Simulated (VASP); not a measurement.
# SiC (P1) in VASP: notebook

SiC is run at these levels: PBEsol, r2SCAN; tasks: single point.

All numbers are computed with VASP 6.6.1; they aren't measurements. Logs are shortened: lines on timing, memory, paths and dates and some standing lists are left out, and cuts for length are marked.

## Step 1: The cell of the first run

The typed cell holds 16 atoms: a = 6.157 Å, b = 5.332 Å, c = 5.044 Å, α = 90.00°, β = 90.00°, γ = 90.00°.

## Step 2: Single point, PBEsol

File INCAR:

```
SYSTEM = SiC
  ALGO = Normal
  EDIFF = 1E-7
  ENCUT = 520
  GGA = PS
  ISIF = 2
  ISMEAR = -1
  LASPH = .True.
  LCHARG = .True.
  LELF = .True.
  LREAL = Auto
  LVHAR = .True.
  LWAVE = .False.
  NBANDS = 46
  NELM = 80
  PREC = Accurate
  SIGMA = 0.05
```

File KPOINTS:

```
Automatic mesh
0
Gamma
  2 2 2
  0.5 0.5 0.5
```

File POSCAR:

```
SiC
1.0
    6.1565700000      0.0000000000      0.0000000000
    0.0000000000      5.3317460000      0.0000000000
    0.0000000000      0.0000000000      5.0437270000
Si C
8 8
Direct
    0.2576220000      0.1628410000      0.4947380000
    0.0019380000      0.6664550000      0.5055940000
    0.7542220000      0.1676410000      0.5002580000
    0.4914750000      0.6654080000      0.5053500000
    0.0049460000      0.3197080000      0.9907500000
    0.4927630000      0.3410800000      0.0012740000
    0.2481460000      0.8206530000      0.0039020000
    0.7501370000      0.8234490000      0.9994930000
    0.9997940000      0.3289360000      0.3878780000
    0.5041950000      0.3335030000      0.3734770000
    0.2490250000      0.8544260000      0.3897580000
    0.7411210000      0.8454560000      0.3920020000
    0.2462980000      0.1592650000      0.8833550000
    0.0052700000      0.6679670000      0.8747750000
    0.7463550000      0.1700140000      0.8868990000
    0.4974710000      0.6589800000      0.8745400000
```

Potentials or basis: VASP PAW PBE potentials, release 64 (Si, C).

On the command line:

```bash
cat potpaw_PBE.64/Si/POTCAR potpaw_PBE.64/C/POTCAR > POTCAR
mpirun -np 1 vasp_std > vasp.out
```

OUTCAR:

```text
SYSTEM = SiC
   EDIFF = 1E-7
   ENCUT = 520
   GGA = PS
   ISIF = 2
   ISMEAR = -1
   LASPH = .True.
   LREAL = Auto
   NELM = 80
   PREC = Accurate

 ion  position               nearest neighbor table
   1  0.258  0.163  0.495-  11 1.73  10 1.87   9 1.90  13 1.96   4 3.02   6 3.03   4 3.04   3 3.06
                             5 3.06   7 3.08   2 3.08   6 3.09   5 3.10   3 3.10   2 3.11
   2  0.002  0.666  0.506-  14 1.86   9 1.90  11 1.91  12 1.95   4 3.01   7 3.05   8 3.05   7 3.06
                             3 3.07   5 3.07   3 3.08   1 3.08   8 3.10   1 3.11   4 3.14
   3  0.754  0.168  0.500-  12 1.80   9 1.83  10 1.89  15 1.95   5 3.03   1 3.06   2 3.07   2 3.08
                             1 3.10   5 3.11   4 3.11   8 3.12   8 3.12   6 3.13   4 3.13   6 3.14
   4  0.491  0.665  0.505-  16 1.86  10 1.89  11 1.89  12 1.90   2 3.01   1 3.02   6 3.04   7 3.04
                             1 3.04   7 3.05   6 3.07   8 3.08   3 3.11   8 3.12   3 3.13   2 3.14
   5  0.005  0.320  0.991-  13 1.80  15 1.86  14 1.95   9 2.00   6 3.01   3 3.03   7 3.05   1 3.06
                             7 3.06   2 3.07   8 3.08   1 3.10   3 3.11   8 3.11
   6  0.493  0.341  0.001-  16 1.81  10 1.88  13 1.90  15 1.90   7 2.97   5 3.01   8 3.02   1 3.03
                             4 3.04   4 3.07   1 3.09   3 3.13   3 3.14
   7  0.248  0.821  0.004-  14 1.82  16 1.88  13 1.91  11 1.95   6 2.97   4 3.04   2 3.05   4 3.05
                             5 3.05   2 3.06   5 3.06   8 3.07   1 3.08   8 3.09
   8  0.750  0.823  0.999-  14 1.88  16 1.89  15 1.93  12 1.98   6 3.02   2 3.05   7 3.07   4 3.08
                             5 3.08   7 3.09   2 3.10   5 3.11   3 3.12   3 3.12   4 3.12
   9  1.000  0.329  0.388-   3 1.83   2 1.90   1 1.90   5 2.00
  10  0.504  0.334  0.373-   1 1.87   6 1.88   3 1.89   4 1.89
  11  0.249  0.854  0.390-   1 1.73   4 1.89   2 1.91   7 1.95
  12  0.741  0.845  0.392-   3 1.80   4 1.90   2 1.95   8 1.98
  13  0.246  0.159  0.883-   5 1.80   6 1.90   7 1.91   1 1.96
  14  0.005  0.668  0.875-   7 1.82   2 1.86   8 1.88   5 1.95
  15  0.746  0.170  0.887-   5 1.86   6 1.90   8 1.93   3 1.95
  16  0.497  0.659  0.875-   6 1.81   4 1.86   7 1.88   8 1.89

  LATTYP: Found a simple orthorhombic cell.
 ALAT       =     5.0437270000
 B/A-ratio  =     1.0571043992
 C/A-ratio  =     1.2206390235

  Lattice vectors:

 A1 = (   0.0000000000,   0.0000000000,  -5.0437270000)
 A2 = (   0.0000000000,   5.3317460000,   0.0000000000)
 A3 = (   6.1565700000,   0.0000000000,   0.0000000000)

Analysis of symmetry for initial positions (statically):
=====================================================================
 Subroutine PRICEL returns:
 Original cell was already a primitive cell.

 Routine SETGRP: Setting up the symmetry group for a
 simple orthorhombic supercell.

 Subroutine GETGRP returns: Found  1 space group operations
 (whereof  1 operations were pure point group operations)
 out of a pool of  8 trial point group operations.

The static configuration has the point symmetry C_1 .

Analysis of symmetry for dynamics (positions and initial velocities):
=====================================================================
 Subroutine PRICEL returns:
 Original cell was already a primitive cell.

 Routine SETGRP: Setting up the symmetry group for a
 simple orthorhombic supercell.

 Subroutine GETGRP returns: Found  1 space group operations
 (whereof  1 operations were pure point group operations)
 out of a pool of  8 trial point group operations.

The dynamic configuration has the point symmetry C_1 .

 Subroutine INISYM returns: Found  1 space group operations
 (whereof  1 operations are pure point group operations),
 and found     1 'primitive' translations

----------------------------------------------------------------------------------------

                                     Primitive cell

  volume of cell :     165.5617

  direct lattice vectors                    reciprocal lattice vectors
     6.156570000  0.000000000  0.000000000     0.162428105  0.000000000  0.000000000
     0.000000000  5.331746000  0.000000000     0.000000000  0.187555821  0.000000000
     0.000000000  0.000000000  5.043727000     0.000000000  0.000000000  0.198266084

  length of vectors
     6.156570000  5.331746000  5.043727000     0.162428105  0.187555821  0.198266084

  position of ions in fractional coordinates (direct lattice)
     0.257622000  0.162841000  0.494738000
     0.001938000  0.666455000  0.505594000
     0.754222000  0.167641000  0.500258000
     0.491475000  0.665408000  0.505350000
     0.004946000  0.319708000  0.990750000
     0.492763000  0.341080000  0.001274000
[... 8 lines left out ...]
     0.746355000  0.170014000  0.886899000
     0.497471000  0.658980000  0.874540000

  ion indices of the primitive-cell ions
   primitive index   ion index
                 1           1
                 2           2
                 3           3
                 4           4
                 5           5
                 6           6
[... 8 lines left out ...]
                15          15
                16          16

----------------------------------------------------------------------------------------

 KPOINTS: Automatic mesh

Automatic generation of k-mesh.
 Grid dimensions read from file:
 generate k-points for:    2    2    2

 Generating k-lattice:

  Cartesian coordinates                     Fractional coordinates (reciprocal lattice)
     0.081214053  0.000000000  0.000000000     0.500000000  0.000000000  0.000000000
     0.000000000  0.093777911  0.000000000     0.000000000  0.500000000  0.000000000
     0.000000000  0.000000000  0.099133042     0.000000000  0.000000000  0.500000000

  Length of vectors
     0.081214053  0.093777911  0.099133042

  Shift w.r.t. Gamma in fractional coordinates (k-lattice)
     0.500000000  0.500000000  0.500000000

 Subroutine IBZKPT returns following result:
 ===========================================

 Found      4 irreducible k-points:

 Following reciprocal coordinates:
            Coordinates               Weight
  0.250000  0.250000  0.250000      2.000000
 -0.250000 -0.250000  0.250000      2.000000
 -0.250000  0.250000 -0.250000      2.000000
  0.250000 -0.250000 -0.250000      2.000000
   k-points           NKPTS =      4   k-points in BZ     NKDIM =      4   number of bands    NBANDS=     46
   number of dos      NEDOS =    301   number of ions     NIONS =     16
   total plane-waves  NPLWV =  76800
   dimension x,y,z NGX =    48 NGY =   40 NGZ =   40
   dimension x,y,z NGXF=    96 NGYF=   80 NGZF=   80
   ions per type =               8   8
   NGX,Y,Z   is equivalent  to a cutoff of  12.96, 12.47, 13.18 a.u.
   NGXF,Y,Z  is equivalent  to a cutoff of  25.92, 24.94, 26.37 a.u.
 SYSTEM =  SiC
   PREC   = accura    normal or accurate (medium, high low for compatibility)
   ISTART =      0    job   : 0-new  1-cont  2-samecut
   ICHARG =      2    charge: 1-file 2-atom 10-const
   ISPIN  =      1    spin polarized calculation?
   LNONCOLLINEAR =      F non collinear calculations
   LSORBIT =      F    spin-orbit coupling
   LASPH  =      T    aspherical Exc in radial PAW
   ENCUT  =  520.0 eV  38.22 Ry    6.18 a.u.  11.45  9.91  9.38*2*pi/ulx,y,z
   NELM   =     80;   NELMIN=  2; NELMDL= -5     # of ELM steps
   EDIFF  = 0.1E-06   stopping-criterion for ELM
   LREAL  =      T    real-space projection
   EDIFFG = 0.1E-05   stopping-criterion for IOM
   NSW    =      0    number of steps for IOM
   IBRION =     -1    ionic relax: 0-MD 1-quasi-New 2-CG
   NFREE  =      0    steps in history (QN), initial steepest desc. (CG)
   ISIF   =      2    stress and relaxation
   ISYM   =      2    0-nonsym 1-usesym 2-fastsym
   POTIM  = 0.5000    time-step for ionic-motion
   TEBEG  =    0.0;   TEEND  =   0.0 temperature during run
   PSTRESS=    0.0 pullay stress
   NELECT =      64.0000    total number of electrons
   NUPDOWN=      -1.0000    fix difference up-down
   EMIN   =  10.00;   EMAX   =-10.00  energy-range for DOS
   EFERMI =   0.00;   METHOD = LEGACY
   ISMEAR =    -1;   SIGMA  =   0.05  broadening in eV -4-tet -1-fermi 0-gaus
   EFERMI_NEDOS =   21; number of points for ismear=-14 and -15
   IALGO  =     38    algorithm
   IMIX   =      4    mixing-type and parameters
     AMIX     =   0.40;   BMIX     =  1.00
     AMIX_MAG =   1.60;   BMIX_MAG =  1.00
  volume/ion in A,a.u.               =      10.35        69.83
  Fermi-wavevector in a.u.,A,eV,Ry     =   1.192564  2.253618 19.350313  1.422208
  Thomas-Fermi vector in A             =   2.328599
   LORBIT       =      0    0 simple, 1 ext, 2 COOP (PROOUT), +10 PAW based schemes
   GGA     = PS    functional components
   LHFCALC =     F    Hartree Fock is set to
   AEXX    =    0.0000 exact exchange contribution
   IVDW    =     0    specifies the selected vdW correction
   LEPSILON=     F    determine dielectric tensor
   LRPA    =     F    only Hartree local field effects (RPA)
 non-spin polarized calculation
  energy-cutoff  :      520.00
  volume of cell :      165.56
 maximum number of plane-waves:      4463
 NGX is ok and might be reduce to    48
   NGX = 23   NGY = 19   NGZ = 19

 number of electron      64.0000000 magnetization

 Free energy of the ion-electron system (eV)
  ---------------------------------------------------
  ext. energy  EPLUGINS =         0.00000000
  ---------------------------------------------------
  free energy    TOTEN  =      -126.52573448 eV

  energy without entropy =     -126.52573448  energy(sigma->0) =     -126.52573448

 E-fermi :   8.7243     XC(G=0): -11.4977

 val. band max:        7.5138236696   @ k =   0.2500   0.2500   0.2500
 cond. band min:      11.5690608007   @ k =   0.2500   0.2500   0.2500
 fundamental gap:      4.0552371310
 Fermi energy:         8.7242800357

 k-point     1 :       0.2500    0.2500    0.2500
  band No.  band energies     occupation
      1      -6.6542      2.00000
      2      -5.1238      2.00000
      3      -4.6988      2.00000
      4      -4.3997      2.00000
      5      -3.5596      2.00000
      6      -3.0905      2.00000
[... 36 lines left out ...]
     43      14.5674      0.00000
     44      15.0392      0.00000
[... 99 lines left out ...]
      3      -4.6784      2.00000
      4      -4.3927      2.00000
      5      -3.5946      2.00000
      6      -3.1112      2.00000
[... 36 lines left out ...]
     43      14.5482      0.00000
     44      15.0964      0.00000
 [bands above 44 left out]

------------------------ aborting loop because EDIFF is reached ----------------------------------------

  FORCE on cell =-STRESS in cart. coord.  units (eV):
  Direction    XX          YY          ZZ          XY          YZ          ZX
  --------------------------------------------------------------------------------------
  -------------------------------------------------------------------------------------
  Total        0.5861495      5.2199248     -1.2215730      0.6189225      1.5480327     -0.1459666
  in kB        5.6722994     50.5143751    -11.8214344      5.9894511     14.9806569     -1.4125509
  external PRESSURE =      14.7884134 kB  Pullay stress =       0.0000000 kB

 VOLUME and BASIS-vectors are now :
 -----------------------------------------------------------------------------
  energy-cutoff  :      520.00
  volume of cell :      165.56
      direct lattice vectors                 reciprocal lattice vectors
     6.156570000  0.000000000  0.000000000     0.162428105  0.000000000  0.000000000
     0.000000000  5.331746000  0.000000000     0.000000000  0.187555821  0.000000000
     0.000000000  0.000000000  5.043727000     0.000000000  0.000000000  0.198266084

 POSITION                                       TOTAL-FORCE (eV/Angst)
 -----------------------------------------------------------------------------------
      1.58607      0.86823      2.49532        -0.639546      2.655141      1.715131
      0.01193      3.55337      2.55008        -0.641954      0.480419     -0.555110
      4.64342      0.89382      2.52316        -0.710288      0.691202      1.115840
      3.02580      3.54779      2.54885         0.714102      0.348358     -0.465542
      0.03045      1.70460      4.99707        -1.216203      1.324926      1.534235
      3.03373      1.81855      0.00643         0.633859     -1.919084      0.236868
[... 8 lines left out ...]
      4.59499      0.90647      4.47328        -0.170112     -0.759669     -0.993764
      3.06272      3.51351      4.41094        -0.044156      0.890968      0.462446
 -----------------------------------------------------------------------------------
    total drift:                                0.019630     -0.005829      0.010027

  FREE ENERGIE OF THE ION-ELECTRON SYSTEM (eV)
  ---------------------------------------------------
  free  energy   TOTEN  =      -126.5257344824 eV

  energy  without entropy=     -126.5257344824  energy(sigma->0) =     -126.52573448
```

Run time: 54 s. Hardware: 1 thread of AMD EPYC 7R43 (Zen 3), shared host; peak memory 0.22 GiB.

What came out:

| Quantity | Value |
| --- | --- |
| Free energy | -126.5257 eV |
| Pressure | 1.5 GPa |
| Largest force | 4.669 eV/Å |
| Band gap on the k mesh | 4.06 eV |

Forces in eV/Å, atoms in the order of the input:
```
Si  -0.640  2.655  1.715
Si  -0.642  0.480 -0.555
Si  -0.710  0.691  1.116
Si   0.714  0.348 -0.466
Si  -1.216  1.325  1.534
Si   0.634 -1.919  0.237
Si   0.581  1.592  0.602
Si  -0.217  1.217  0.793
C    1.022  0.910 -1.388
C   -0.487  0.695  0.418
C   -0.190 -4.282 -1.852
C    0.784 -2.290 -1.361
C    1.358 -0.331 -1.008
C   -0.778 -1.223  0.745
C   -0.170 -0.760 -0.994
C   -0.044  0.891  0.462
```

Caveat: the k points lie up to 0.62 Å⁻¹ apart; the PAW data sets were made with another functional, which shifts forces and pressure a little. A k mesh can miss the band edges.

[end of part 1 of 2]
